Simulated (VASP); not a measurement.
# Al2Au (Fm-3m) in VASP: notebook

Aim: see how the results for Al2Au move with the level of theory and the settings. Levels: r2SCAN, PBE. Tasks: relaxation of cell and atoms, single point.

Everything below comes from runs of VASP 6.6.1. Logs are shortened: lines on timing, memory, paths and dates and some standing lists are left out, and cuts for length are marked.

## (1) The cell of the first run

It takes space group Fm-3m (No. 225, cubic). Conventional cell: a = 6.000 Å, b = 6.000 Å, c = 6.000 Å, α = 90.00°, β = 90.00°, γ = 90.00°. Within 3.4 Å of Au (site symmetry m-3m) lie 8 Al at 2.60 Å. Al (site symmetry -43m) has 4 Au at 2.60 Å and 6 Al at 3.00 Å within 3.4 Å.

## (2) Relaxation of cell and atoms, r2SCAN, target pressure 20 GPa, at which the enthalpy is minimised

Contents of POSCAR:

```
Al2Au
1.0
    0.0000000000      3.0000000000      3.0000000000
    3.0000000000      0.0000000000      3.0000000000
    3.0000000000      3.0000000000      0.0000000000
Au Al
1 2
Direct
    0.0000000000      0.0000000000      0.0000000000
    0.7500000000      0.7500000000      0.7500000000
    0.2500000000      0.2500000000      0.2500000000
```

Contents of INCAR.step1:

```
PREC = Accurate
ENCUT = 600
ISMEAR = -1
SIGMA = 0.05
LREAL = F
LASPH = T
NELM = 60
GGA = PE
ALGO = Normal
EDIFF = 1E-4
LWAVE = T
LCHARG = F
```

Contents of INCAR.step2:

```
PREC = Accurate
ENCUT = 600
EDIFF = 1E-6
ISMEAR = -1
SIGMA = 0.05
LREAL = F
LASPH = T
NELM = 60
ALGO = Normal
ISIF = 3
LWAVE = F
LCHARG = F
METAGGA = R2SCAN
LMIXTAU = T
IBRION = 2
NSW = 60
EDIFFG = -0.01
PSTRESS = 200.0
ISTART = 1
```

Contents of KPOINTS:

```
Automatic mesh
0
Gamma
  8 8 8
```

Potentials or basis: VASP PAW PBE potentials, release 64 (Au, Al).

On the command line:

```sh
$ cat potpaw_PBE.64/Au/POTCAR potpaw_PBE.64/Al/POTCAR > POTCAR
$ cp INCAR.step1 INCAR
$ mpirun -np 1 vasp_std > vasp.out
$ cp INCAR.step2 INCAR
$ mpirun -np 1 vasp_std > vasp.out
```

OUTCAR:

```text
PREC = Accurate
   ENCUT = 600
   EDIFF = 1E-6
   ISMEAR = -1
   LREAL = F
   LASPH = T
   NELM = 60
   ISIF = 3
   METAGGA = R2SCAN
   IBRION = 2
   NSW = 60
   EDIFFG = -0.01
   PSTRESS = 200.0
   ISTART = 1

 ion  position               nearest neighbor table
   1  0.000  0.000  0.000-   2 2.60   2 2.60   2 2.60   2 2.60   3 2.60   3 2.60   3 2.60   3 2.60

   2  0.750  0.750  0.750-   1 2.60   1 2.60   1 2.60   1 2.60   3 3.00   3 3.00   3 3.00   3 3.00
                             3 3.00   3 3.00
   3  0.250  0.250  0.250-   1 2.60   1 2.60   1 2.60   1 2.60   2 3.00   2 3.00   2 3.00   2 3.00
                             2 3.00   2 3.00

  LATTYP: Found a face centered cubic cell.
 ALAT       =     6.0000000000

  Lattice vectors:

 A1 = (   0.0000000000,   3.0000000000,   3.0000000000)
 A2 = (   3.0000000000,   0.0000000000,   3.0000000000)
 A3 = (   3.0000000000,   3.0000000000,   0.0000000000)

Analysis of symmetry for initial positions (statically):
=====================================================================
 Subroutine PRICEL returns:
 Original cell was already a primitive cell.

 Routine SETGRP: Setting up the symmetry group for a
 face centered cubic supercell.

 Subroutine GETGRP returns: Found 48 space group operations
 (whereof 48 operations were pure point group operations)
 out of a pool of 48 trial point group operations.

The static configuration has the point symmetry O_h .

Analysis of symmetry for dynamics (positions and initial velocities):
=====================================================================
 Subroutine PRICEL returns:
 Original cell was already a primitive cell.

 Routine SETGRP: Setting up the symmetry group for a
 face centered cubic supercell.

 Subroutine GETGRP returns: Found 48 space group operations
 (whereof 48 operations were pure point group operations)
 out of a pool of 48 trial point group operations.

The dynamic configuration has the point symmetry O_h .

 Subroutine INISYM returns: Found 48 space group operations
 (whereof 48 operations are pure point group operations),
 and found     1 'primitive' translations

----------------------------------------------------------------------------------------

                                     Primitive cell

  volume of cell :      54.0000

  direct lattice vectors                    reciprocal lattice vectors
     0.000000000  3.000000000  3.000000000    -0.166666667  0.166666667  0.166666667
     3.000000000  0.000000000  3.000000000     0.166666667 -0.166666667  0.166666667
     3.000000000  3.000000000  0.000000000     0.166666667  0.166666667 -0.166666667

[... 97 lines left out ...]
   NUPDOWN=      -1.0000    fix difference up-down
   EMIN   =  10.00;   EMAX   =-10.00  energy-range for DOS
   EFERMI =   0.00;   METHOD = LEGACY
   ISMEAR =    -1;   SIGMA  =   0.05  broadening in eV -4-tet -1-fermi 0-gaus
   EFERMI_NEDOS =   21; number of points for ismear=-14 and -15
   IALGO  =     38    algorithm
   IMIX   =      4    mixing-type and parameters
     AMIX     =   0.40;   BMIX     =  1.00
     AMIX_MAG =   1.60;   BMIX_MAG =  1.00
  volume/ion in A,a.u.               =      18.00       121.47
  Fermi-wavevector in a.u.,A,eV,Ry     =   1.113679  2.104547 16.875035  1.240280
  Thomas-Fermi vector in A             =   2.250266
   LORBIT       =      0    0 simple, 1 ext, 2 COOP (PROOUT), +10 PAW based schemes
   METAGGA = R2SCAN    functional components
   LHFCALC =     F    Hartree Fock is set to
   AEXX    =    0.0000 exact exchange contribution
   IVDW    =     0    specifies the selected vdW correction
   LEPSILON=     F    determine dielectric tensor
   LRPA    =     F    only Hartree local field effects (RPA)
 conjugate gradient relaxation of ions
 non-spin polarized calculation
  energy-cutoff  :      600.00
  volume of cell :       54.00
 maximum number of plane-waves:      1826
 NGX is ok and might be reduce to    36
   NGX = 17   NGY = 17   NGZ = 17

--------------------------------------- Ionic step        1  -------------------------------------------

 number of electron      17.0000001 magnetization

 Free energy of the ion-electron system (eV)
  ---------------------------------------------------
  ext. energy  EPLUGINS =         0.00000000
  ---------------------------------------------------
  free energy    TOTEN  =       -65.55546367 eV

  energy without entropy =      -65.54874926  energy(sigma->0) =      -65.55210646

------------------------ aborting loop because EDIFF is reached ----------------------------------------

  FORCE on cell =-STRESS in cart. coord.  units (eV):
  Direction    XX          YY          ZZ          XY          YZ          ZX
  --------------------------------------------------------------------------------------
  -------------------------------------------------------------------------------------
  Total        0.0535841      0.0535841      0.0535841     -0.0000000      0.0000000     -0.0000000
  in kB        1.5898371      1.5898371      1.5898371     -0.0000000      0.0000000     -0.0000000
  external PRESSURE =    -198.4101629 kB  Pullay stress =     200.0000000 kB
[... 26 lines left out ...]
--------------------------------------- Ionic step        2  -------------------------------------------

 number of electron      17.0000001 magnetization

 E-fermi :  12.6099     XC(G=0): -12.9586

 val. band max:       12.5787753191   @ k =   0.5000   0.0000   0.0000
 cond. band min:      12.7418729923   @ k =  -0.3750   0.1250   0.0000
 fundamental gap:      0.1630976732
 Fermi energy:        12.6099327400

 k-point     1 :       0.0000    0.0000    0.0000
  band No.  band energies     occupation
      1      -1.5983      2.00000
      2       3.1451      2.00000
      3       3.1451      2.00000
      4       3.1451      2.00000
      5       4.5293      2.00000
      6       4.5293      2.00000
      7      15.4819      0.00000
      8      15.4819      0.00000
      9      15.4819      0.00000
     10      18.2455      0.00000
     11      18.5336      0.00000
     12      18.5336      0.00000
[... 539 lines left out ...]
--------------------------------------- Ionic step        7  -------------------------------------------

 number of electron      17.0000001 magnetization

 Free energy of the ion-electron system (eV)
  ---------------------------------------------------
  ext. energy  EPLUGINS =         0.00000000
  ---------------------------------------------------
  free energy    TOTEN  =       -65.20272764 eV

  energy without entropy =      -65.19822551  energy(sigma->0) =      -65.20047658

 E-fermi :   9.3335     XC(G=0): -11.8602

 val. band max:        9.0773210116   @ k =   0.3750   0.1250   0.0000
 cond. band min:       9.3775632300   @ k =   0.3750   0.1250   0.0000
 fundamental gap:      0.3002422184
 Fermi energy:         9.3335449115

 k-point     1 :       0.0000    0.0000    0.0000
  band No.  band energies     occupation
      1      -2.8363      2.00000
      2       1.5357      2.00000
      3       1.5357      2.00000
      4       1.5357      2.00000
      5       2.6767      2.00000
      6       2.6767      2.00000
      7      12.3160      0.00000
      8      12.3160      0.00000
      9      12.3160      0.00000
     10      13.1465      0.00000
     11      14.0596      0.00000
     12      14.0596      0.00000
[... 379 lines left out ...]
  energy  without entropy=      -65.1982255063  energy(sigma->0) =      -65.20047658

  enthalpy is  TOTEN    =       -59.2475117222 eV   P V=        5.9552159216

 reached required accuracy - stopping structural energy minimisation
```

OUTCAR.step1:

```text
PREC = Accurate
   ENCUT = 600
   ISMEAR = -1
   LREAL = F
   LASPH = T
[... 587 lines left out ...]
      0.00000      0.00000      0.00000         0.000000      0.000000     -0.000000
      4.50000      4.50000      4.50000         0.000000      0.000000      0.000000
      1.50000      1.50000      1.50000        -0.000000     -0.000000     -0.000000
 -----------------------------------------------------------------------------------
    total drift:                               -0.000000      0.000000      0.000000

  FREE ENERGIE OF THE ION-ELECTRON SYSTEM (eV)
  ---------------------------------------------------
  free  energy   TOTEN  =       -12.0182705026 eV

  energy  without entropy=      -12.0097023281  energy(sigma->0) =      -12.01398642
```

OSZICAR.step1:

```text
N       E                     dE             d eps       ncg     rms          rms(c)
DAV:   1     0.705164983780E+02    0.70516E+02   -0.77850E+03   712   0.133E+03
DAV:   2    -0.109184123296E+02   -0.81435E+02   -0.74802E+02   780   0.219E+02
DAV:   3    -0.132788049274E+02   -0.23604E+01   -0.23162E+01   864   0.363E+01
DAV:   4    -0.133008628104E+02   -0.22058E-01   -0.22015E-01   816   0.404E+00
DAV:   5    -0.133011716278E+02   -0.30882E-03   -0.30878E-03   884   0.519E-01    0.907E+00
DAV:   6    -0.121185936977E+02    0.11826E+01   -0.64566E+00   800   0.286E+01    0.403E+00
DAV:   7    -0.120471768165E+02    0.71417E-01   -0.29147E-01   756   0.640E+00    0.186E+00
DAV:   8    -0.120192291758E+02    0.27948E-01   -0.25322E-02   820   0.127E+00    0.407E-01
DAV:   9    -0.120181313671E+02    0.10978E-02   -0.36017E-03   768   0.721E-01    0.186E-01
DAV:  10    -0.120182766921E+02   -0.14533E-03   -0.24872E-04   764   0.131E-01    0.360E-02
DAV:  11    -0.120182705026E+02    0.61896E-05   -0.75888E-06   408   0.263E-02
   1 F= -.12018271E+02 E0= -.12013986E+02  d E =-.856817E-02
```

Run time: 7 min. Hardware: 1 thread of AMD EPYC 9R45 (Zen 5), shared host; peak memory 0.21 GiB.

What came out:

```
Free energy                                            : -65.2027 eV
Relaxed volume                                         : 15.90 Å³/atom
Relaxed cell                                           : a = 4.071 Å, b = 4.071 Å, c = 4.071 Å, α = 60.00°, β = 60.00°, γ = 60.00°
Space group after relaxing (to 0.05 Å)                 : Fm-3m (No. 225)
Energy change on relaxing (the enthalpy is what falls) : +117.6 meV/atom
Ionic steps                                            : 7
Pressure after relaxing                                : 20.0 GPa
```

Step by step:
```csv
step,energy change (eV),largest force (eV/Å),pressure (GPa),volume (Å³)
1,0.0000,0.0000,0.16,54.00
2,3.1812,0.0000,88.44,38.39
3,0.3042,0.0000,18.30,48.11
4,0.3415,0.0000,19.62,47.80
5,0.3562,0.0000,20.13,47.68
6,0.3464,0.0000,19.80,47.76
7,0.3527,0.0000,20.04,47.71
```

Final structure:
```yaml
crystal:
  lattice:
    - [0.00000, 2.87861, 2.87861]
    - [2.87861, 0.00000, 2.87861]
    - [2.87861, 2.87861, 0.00000]
  atoms:
    - { symbol: Au, position: [0.00000, 0.00000, 0.00000] }
    - { symbol: Al, position: [0.75000, 0.75000, 0.75000] }
    - { symbol: Al, position: [0.25000, 0.25000, 0.25000] }
```

Caveat: the cell is relaxed towards a set pressure, so the enthalpy falls and the energy may rise; the PAW data sets were made with another functional, which shifts forces and pressure a little; spin-orbit coupling is left out, which moves the levels of the heavy elements.

(Part 1 of 2 ends here.)
